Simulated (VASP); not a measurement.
# BeTe: single point with LDA

BeTe:

```xyz
2
Lattice="0.0000 2.7700 2.7700 2.7700 0.0000 2.7700 2.7700 2.7700 0.0000" Properties=species:S:1:pos:R:3 pbc="T T T"
Be    0.0000    0.0000    0.0000
Te    1.3850    1.3850    1.3850
```

```yaml
Program: VASP 6.6.1
Task: single point
Functional: LDA
Potentials_or_basis: VASP PAW LDA potentials, release 64 (Be, Te)
Cutoff: 600 eV
k_mesh: 6 × 6 × 6
Occupations: gaussian, width 0.01 eV
Spin: no spin polarisation
Dipole_correction: no
Further_INCAR_settings: ALGO = Normal; EDIFF = 1e-06; NBANDS = 11
```

```json
{
 "Pressure": "0.8 GPa",
 "Band gap on the k mesh": "1.75 eV, indirect (least direct gap 3.54 eV)"
}
```

Levels at points of the mesh, in eV from the valence-band top:
```
           k point  band 2  band 3  band 4  band 5  band 6  band 7
(0.00, 0.00, 0.00)    0.00    0.00    0.00    3.54    3.54    3.54
(0.50, 0.00, 0.00)   -5.86   -1.22   -1.22    3.19    4.53    4.53
(0.50, 0.50, 0.00)   -5.35   -2.83   -2.83    1.75    2.58    9.91
```

Wall time 7.2 s on 1 thread of Intel(R) Xeon(R) 6975P-C (Granite Rapids), on a shared host, peak memory 0.15 GiB.

Caveat: spin-orbit coupling is left out, which moves the levels of the heavy elements. LDA gaps usually lie below the measured ones, often by a third to a half.
